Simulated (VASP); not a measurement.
# GaSi16 (a cell with a defect) in VASP: a series of runs

The runs below take GaSi16 (a cell with a defect) through single point, with PBEsol.

All numbers are computed with VASP 6.6.1; they aren't measurements. Logs are shortened: lines on timing, memory, paths and dates and some standing lists are left out, and cuts for length are marked.

## 1. The cell of the first run

The cell holds a defect, 17 atoms: a = 7.679 Å, b = 7.679 Å, c = 7.679 Å, α = 60.00°, β = 60.00°, γ = 60.00°.

## 2. Single point, PBEsol, collinear spin, zero start

INCAR reads:

```
ALGO = Normal
EDIFF = 1E-7
ENCUT = 520
GGA = PS
ISIF = 2
ISMEAR = 0
ISPIN = 2
LASPH = T
LCHARG = F
LORBIT = 11
LREAL = Auto
LWAVE = F
MAGMOM = 0 0 0 0 0 0 0 0 0 0 0 0 0 0 0 0 0
NBANDS = 56
NELM = 150
PREC = Accurate
SIGMA = 0.05
```

KPOINTS reads:

```
k-points
0
Gamma
  2 2 2
```

POSCAR reads:

```
GaSi16
1.0
    0.0000000000      5.4300000000      5.4300000000
    5.4300000000      0.0000000000      5.4300000000
    5.4300000000      5.4300000000      0.0000000000
Si Ga
16 1
Direct
    0.0040899632      0.0045465009      0.0044993554
    0.1243402394      0.1253094843      0.1252220074
    0.0040687845      0.0045348987      0.4869584715
    0.1274397790      0.1276679558      0.6224784530
    0.0040497238      0.4870467772      0.0044767956
    0.1274323204      0.6225308471      0.1276313996
   -0.0039818600      0.5013601289      0.5013273481
    0.1274228361      0.6225217311      0.6224613260
    0.4860796501      0.0046807551      0.0046404236
    0.6219860037      0.1277600368      0.1277300184
    0.5011074586     -0.0038420810      0.5013837017
    0.6219718232      0.1277554328      0.6225755064
    0.5011049724      0.5014151013     -0.0038694291
    0.6219593923      0.6226245856      0.1277221915
    0.5011018416      0.5014125230      0.5013795580
    0.6248882136      0.6250679558      0.6250364641
    0.8743558932      0.8752984346      0.8752166667
```

Potentials or basis: VASP PAW PBE potentials, release 64 (Si, Ga_d).

The run is started by

```bash
$ cat potpaw_PBE.64/Si/POTCAR potpaw_PBE.64/Ga_d/POTCAR > POTCAR
$ mpirun -np 1 vasp_std > vasp.out
```

OUTCAR:

```text
EDIFF = 1E-7
   ENCUT = 520
   GGA = PS
   ISIF = 2
   ISMEAR = 0
   ISPIN = 2
   LASPH = T
   LORBIT = 11
   LREAL = Auto
   NELM = 150
   PREC = Accurate

 ion  position               nearest neighbor table
   1  0.004  0.005  0.004-   2 2.27   6 2.40   4 2.40  10 2.40  17 2.43
   2  0.124  0.125  0.125-   1 2.27   3 2.27   5 2.27   9 2.27
   3  0.004  0.005  0.487-   2 2.27   8 2.40   4 2.40  12 2.40  17 2.43
   4  0.127  0.128  0.622-  11 2.34   7 2.34   1 2.40   3 2.40  17 2.74
   5  0.004  0.487  0.004-   2 2.27   8 2.40   6 2.40  14 2.40  17 2.43
   6  0.127  0.623  0.128-  13 2.34   7 2.34   1 2.40   5 2.40  17 2.74
   7  0.996  0.501  0.501-  16 2.33   4 2.34   6 2.34   8 2.34
   8  0.127  0.623  0.622-  15 2.34   7 2.34   3 2.40   5 2.40  17 2.75
   9  0.486  0.005  0.005-   2 2.27  14 2.40  12 2.40  10 2.40  17 2.43
  10  0.622  0.128  0.128-  11 2.34  13 2.34   9 2.40   1 2.40  17 2.74
  11  0.501  0.996  0.501-  16 2.33  12 2.34  10 2.34   4 2.34
  12  0.622  0.128  0.623-  11 2.34  15 2.34   9 2.40   3 2.40  17 2.74
  13  0.501  0.501  0.996-  16 2.33  10 2.34  14 2.34   6 2.34
  14  0.622  0.623  0.128-  13 2.34  15 2.34   9 2.40   5 2.40  17 2.74
  15  0.501  0.501  0.501-  16 2.33  12 2.34  14 2.34   8 2.34
  16  0.625  0.625  0.625-  11 2.33  13 2.33  15 2.33   7 2.33
  17  0.874  0.875  0.875-   5 2.43   3 2.43   1 2.43   9 2.43  10 2.74  12 2.74  14 2.74   4 2.74
                             6 2.74   8 2.75

  LATTYP: Found a face centered cubic cell.
 ALAT       =    10.8600000000

  Lattice vectors:

 A1 = (   0.0000000000,   5.4300000000,   5.4300000000)
 A2 = (   5.4300000000,   0.0000000000,   5.4300000000)
 A3 = (   5.4300000000,   5.4300000000,   0.0000000000)

Analysis of symmetry for initial positions (statically):
=====================================================================
 Subroutine PRICEL returns:
 Original cell was already a primitive cell.

 Routine SETGRP: Setting up the symmetry group for a
 face centered cubic supercell.

 Subroutine GETGRP returns: Found  1 space group operations
 (whereof  1 operations were pure point group operations)
 out of a pool of 48 trial point group operations.

The static configuration has the point symmetry C_1 .

Analysis of symmetry for dynamics (positions and initial velocities):
=====================================================================
 Subroutine PRICEL returns:
 Original cell was already a primitive cell.

 Routine SETGRP: Setting up the symmetry group for a
 face centered cubic supercell.

 Subroutine GETGRP returns: Found  1 space group operations
 (whereof  1 operations were pure point group operations)
 out of a pool of 48 trial point group operations.

The dynamic configuration has the point symmetry C_1 .

Analysis of structural, dynamic, and magnetic symmetry:
=====================================================================
 Subroutine PRICEL returns:
 Original cell was already a primitive cell.

 Routine SETGRP: Setting up the symmetry group for a
 face centered cubic supercell.

 Subroutine GETGRP returns: Found  1 space group operations
 (whereof  1 operations were pure point group operations)
 out of a pool of 48 trial point group operations.

The overall configuration has the point symmetry C_1 .

 Subroutine INISYM returns: Found  1 space group operations
 (whereof  1 operations are pure point group operations),
 and found     1 'primitive' translations

----------------------------------------------------------------------------------------

                                     Primitive cell

  volume of cell :     320.2060

  direct lattice vectors                    reciprocal lattice vectors
     0.000000000  5.430000000  5.430000000    -0.092081031  0.092081031  0.092081031
     5.430000000  0.000000000  5.430000000     0.092081031 -0.092081031  0.092081031
     5.430000000  5.430000000  0.000000000     0.092081031  0.092081031 -0.092081031

  length of vectors
     7.679179644  7.679179644  7.679179644     0.159489025  0.159489025  0.159489025

  position of ions in fractional coordinates (direct lattice)
     0.004089963  0.004546501  0.004499355
     0.124340239  0.125309484  0.125222007
     0.004068784  0.004534899  0.486958472
     0.127439779  0.127667956  0.622478453
     0.004049724  0.487046777  0.004476796
     0.127432320  0.622530847  0.127631400
[... 9 lines left out ...]
     0.624888214  0.625067956  0.625036464
[... 67 lines left out ...]
   PREC   = accura    normal or accurate (medium, high low for compatibility)
   ISTART =      0    job   : 0-new  1-cont  2-samecut
   ICHARG =      2    charge: 1-file 2-atom 10-const
   ISPIN  =      2    spin polarized calculation?
   LNONCOLLINEAR =      F non collinear calculations
   LSORBIT =      F    spin-orbit coupling
   LASPH  =      T    aspherical Exc in radial PAW
   ENCUT  =  520.0 eV  38.22 Ry    6.18 a.u.  14.28 14.28 14.28*2*pi/ulx,y,z
   NELM   =    150;   NELMIN=  2; NELMDL= -5     # of ELM steps
   EDIFF  = 0.1E-06   stopping-criterion for ELM
   LREAL  =      T    real-space projection
   EDIFFG = 0.1E-05   stopping-criterion for IOM
   NSW    =      0    number of steps for IOM
   IBRION =     -1    ionic relax: 0-MD 1-quasi-New 2-CG
   NFREE  =      0    steps in history (QN), initial steepest desc. (CG)
   ISIF   =      2    stress and relaxation
   ISYM   =      2    0-nonsym 1-usesym 2-fastsym
   POTIM  = 0.5000    time-step for ionic-motion
   TEBEG  =    0.0;   TEEND  =   0.0 temperature during run
   PSTRESS=    0.0 pullay stress
   NELECT =      77.0000    total number of electrons
   NUPDOWN=      -1.0000    fix difference up-down
   EMIN   =  10.00;   EMAX   =-10.00  energy-range for DOS
   EFERMI =   0.00;   METHOD = LEGACY
   ISMEAR =     0;   SIGMA  =   0.05  broadening in eV -4-tet -1-fermi 0-gaus
   EFERMI_NEDOS =   21; number of points for ismear=-14 and -15
   IALGO  =     38    algorithm
   IMIX   =      4    mixing-type and parameters
     AMIX     =   0.40;   BMIX     =  1.00
     AMIX_MAG =   1.60;   BMIX_MAG =  1.00
  volume/ion in A,a.u.               =      18.84       127.11
  Fermi-wavevector in a.u.,A,eV,Ry     =   1.018033  1.923804 14.100962  1.036391
  Thomas-Fermi vector in A             =   2.151468
   LORBIT       =     11    0 simple, 1 ext, 2 COOP (PROOUT), +10 PAW based schemes
   GGA     = PS    functional components
   LHFCALC =     F    Hartree Fock is set to
   AEXX    =    0.0000 exact exchange contribution
   IVDW    =     0    specifies the selected vdW correction
   LEPSILON=     F    determine dielectric tensor
   LRPA    =     F    only Hartree local field effects (RPA)
 spin polarized calculation
 Gauss-broadening in eV      SIGMA  =   0.05
  energy-cutoff  :      520.00
  volume of cell :      320.21
 maximum number of plane-waves:      8646
 NGX is ok and might be reduce to    60
   NGX = 29   NGY = 29   NGZ = 29

 number of electron      76.9999989 magnetization      -0.0000094

 number of electron      76.9999989 magnetization       0.0000178

 Free energy of the ion-electron system (eV)
  ---------------------------------------------------
  ext. energy  EPLUGINS =         0.00000000
  ---------------------------------------------------
  free energy    TOTEN  =       -91.70450784 eV

  energy without entropy =      -91.69745370  energy(sigma->0) =      -91.70098077

 E-fermi :   6.7290     XC(G=0):  -9.8654

 val. band max:        6.7289915899   @ k =   0.0000   0.0000   0.0000
 cond. band min:       6.7290891278   @ k =   0.0000   0.0000   0.0000
 fundamental gap:      0.0000975379
 Fermi energy:         6.7290396212

 spin component 1

 k-point     1 :       0.0000    0.0000    0.0000
  band No.  band energies     occupation
      1      -8.7383      1.00000
      2      -8.7383      1.00000
      3      -8.7382      1.00000
      4      -8.7182      1.00000
      5      -8.7182      1.00000
      6      -6.2423      1.00000
[... 413 lines left out ...]
     49      10.2089      0.00000
     50      10.3574      0.00000
 Fermi energy:         6.7290396212

 spin component 2

 k-point     1 :       0.0000    0.0000    0.0000
  band No.  band energies     occupation
      1      -8.7383      1.00000
      2      -8.7383      1.00000
      3      -8.7382      1.00000
      4      -8.7182      1.00000
      5      -8.7182      1.00000
      6      -6.2423      1.00000
[... 413 lines left out ...]
     49      10.2089      0.00000
     50      10.3574      0.00000
 [bands above 50 left out]

------------------------ aborting loop because EDIFF is reached ----------------------------------------

  FORCE on cell =-STRESS in cart. coord.  units (eV):
  Direction    XX          YY          ZZ          XY          YZ          ZX
  --------------------------------------------------------------------------------------
  -------------------------------------------------------------------------------------
  Total        8.5886793      8.5892374      8.5902234      0.0064307     -0.0095221      0.0073512
  in kB       42.9741687     42.9769610     42.9818946      0.0321767     -0.0476447      0.0367823
  external PRESSURE =      42.9776748 kB  Pullay stress =       0.0000000 kB

 VOLUME and BASIS-vectors are now :
 -----------------------------------------------------------------------------
  energy-cutoff  :      520.00
  volume of cell :      320.21
      direct lattice vectors                 reciprocal lattice vectors
     0.000000000  5.430000000  5.430000000    -0.092081031  0.092081031  0.092081031
     5.430000000  0.000000000  5.430000000     0.092081031 -0.092081031  0.092081031
     5.430000000  5.430000000  0.000000000     0.092081031  0.092081031 -0.092081031

 POSITION                                       TOTAL-FORCE (eV/Angst)
 -----------------------------------------------------------------------------------
      0.04912      0.04664      0.04690        -0.001079     -0.002529     -0.002499
      1.36039      1.35512      1.35560        -0.002925      0.002456      0.001938
      2.66881      2.66628      0.04672         0.002264      0.001339     -0.001875
      4.07329      4.07206      1.38523         0.002230     -0.002449      0.004572
      2.66897      0.04630      2.66665         0.002140     -0.001800      0.001240
      4.07338      1.38500      4.07230         0.001578      0.004354     -0.002157
[... 9 lines left out ...]
      6.78807      6.78709      6.78726        -0.001931      0.001449      0.000890
      9.50530      9.50018      9.50062        -0.000729      0.000779      0.000709
 -----------------------------------------------------------------------------------
    total drift:                               -0.001161      0.000841      0.002110

  FREE ENERGIE OF THE ION-ELECTRON SYSTEM (eV)
  ---------------------------------------------------
  free  energy   TOTEN  =       -91.7045078444 eV

  energy  without entropy=      -91.6974536966  energy(sigma->0) =      -91.70098077

 total charge

# of ion       s       p       d       tot
------------------------------------------
    1        0.758   0.940   0.000   1.698
    2        0.757   1.001   0.000   1.759
    3        0.758   0.940   0.000   1.698
    4        0.746   0.927   0.000   1.673
    5        0.758   0.940   0.000   1.698
    6        0.746   0.927   0.000   1.673
[... 9 lines left out ...]
   16        0.737   0.967   0.000   1.704
   17        1.084   0.725  10.060  11.869
--------------------------------------------------
tot         13.073  15.822  10.060  38.955

 magnetization (x)

# of ion       s       p       d       tot
------------------------------------------
    1        0.000   0.000   0.000   0.000
    2        0.000   0.000   0.000   0.000
    3       -0.000   0.000   0.000   0.000
    4       -0.000  -0.000   0.000  -0.000
    5        0.000   0.000   0.000   0.000
    6        0.000   0.000   0.000   0.000
[... 9 lines left out ...]
   16       -0.000   0.000   0.000  -0.000
   17       -0.000  -0.000  -0.000  -0.000
--------------------------------------------------
tot         -0.000  -0.000  -0.000  -0.000
```

Run time: 5.7 min. Hardware: 1 thread of Intel Xeon Platinum 8559C (Emerald Rapids), shared host; peak memory 0.71 GiB.

What came out:

| Property | Result |
| --- | --- |
| Free energy | -91.7045 eV |
| Pressure | 4.3 GPa |
| Largest force | 0.006 eV/Å |
| Net moment | 0.00 μB per cell |
| Valence electrons inside the program's atomic spheres | Si 1.70, 1.76, 1.67; Ga 11.87 |

Forces on the atoms (eV/Å):
```
Si  -0.001 -0.003 -0.002
Si  -0.003  0.002  0.002
Si   0.002  0.001 -0.002
Si   0.002 -0.002  0.005
Si   0.002 -0.002  0.001
Si   0.002  0.004 -0.002
Si   0.001 -0.001  0.000
Si  -0.005 -0.002 -0.002
Si  -0.001  0.002  0.002
Si   0.004  0.001  0.001
Si   0.000  0.000 -0.002
Si  -0.001 -0.004  0.002
Si   0.000 -0.002  0.000
Si  -0.002  0.002 -0.004
Si   0.002  0.000  0.000
Si  -0.002  0.001  0.001
Ga  -0.001  0.001  0.001
```

Caveat: the k points lie up to 0.50 Å⁻¹ apart; the PAW data sets were made with another functional, which shifts forces and pressure a little.

(Continued in part 2 of 2.)
